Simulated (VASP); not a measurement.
Crystal: HfSiO4.

```
Hf Si O
1.0
    -3.28625    3.28625    2.98160
     3.28625   -3.28625    2.98160
     3.28625    3.28625   -2.98160
Hf Si O
2 2 8
Direct
  0.75000 0.25000 0.50000
  0.00000 0.00000 0.00000
  0.25000 0.75000 0.50000
  0.50000 0.50000 0.00000
  0.13400 0.31928 0.81472
  0.06928 0.75456 0.68528
  0.50456 0.31928 0.18528
  0.06928 0.38400 0.31472
  0.61600 0.93072 0.68528
  0.68072 0.86600 0.18528
  0.24544 0.93072 0.31472
  0.68072 0.49544 0.81472
```

Base run:

```yaml
Program: VASP 6.6.1
Functional: PBEsol
Potentials_or_basis: VASP PAW PBE potentials, release 64 (Hf_pv, Si, O)
Cutoff: 520 eV
k_mesh: 7 × 7 × 7
Occupations: fermi-dirac, width 0.02 eV
Spin: no spin polarisation
```

Its results: band gap on the k mesh 5.33 eV (least direct gap 5.71 eV); pressure -0.5 GPa; largest force 0.354 eV/Å.

The run is repeated on the same cell with these changes: functional from PBEsol to LDA; potentials or basis from VASP PAW PBE potentials, release 64 (Hf_pv, Si, O) to VASP PAW LDA potentials, release 64 (Hf_pv, Si, O). What comes out?

Band gap on the k mesh 5.24 eV (least direct gap 5.62 eV); pressure -6.4 GPa; largest force 0.242 eV/Å.

Caveats: spin-orbit coupling is left out, which moves the levels of the heavy elements; the PAW data sets were made with another functional, which shifts forces and pressure a little (at least some runs); the cell stands under tension (at least some runs).

A k mesh can miss the band edges.
